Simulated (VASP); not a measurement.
## CuI: single point with r2SCAN

The system is CuI.

```
CELL_PARAMETERS angstrom
0.00000 3.01204 3.01204
3.01204 0.00000 3.01204
3.01204 3.01204 0.00000
ATOMIC_POSITIONS crystal
Cu 0.25000 0.25000 0.25000
I 0.00000 0.00000 0.00000
```

```yaml
Program: VASP 6.6.1
Task: single point
Functional: r2SCAN
Potentials_or_basis: VASP PAW PBE potentials, release 64 (Cu, I)
Cutoff: 520 eV
k_mesh: 8 × 8 × 8
Occupations: gaussian, width 0.01 eV
Spin: no spin polarisation
```

```
Pressure               : -0.1 GPa
Band gap on the k mesh : 1.67 eV
```

Levels at points of the mesh, in eV from the valence-band top:
```tsv
k point	band 6	band 7	band 8	band 9	band 10	band 11	band 12	band 13
(0.00, 0.00, 0.00)	-1.92	0.00	0.00	0.00	1.67	5.22	5.22	5.22
(0.50, 0.00, 0.00)	-1.89	-1.85	-0.74	-0.74	2.57	5.73	5.73	7.75
(0.50, 0.50, 0.00)	-1.84	-1.82	-1.57	-1.57	2.90	3.17	9.94	10.51
```

Wall time 36 s on 1 thread of Intel(R) Xeon(R) 6975P-C (Granite Rapids) (shared host), peak memory 0.2 GiB.

Caveat: the PAW data sets were made with another functional, which shifts forces and pressure a little; spin-orbit coupling is left out, which moves the levels of the heavy elements. r2SCAN opens gaps a little over a GGA but as a rule still falls short of measured ones.
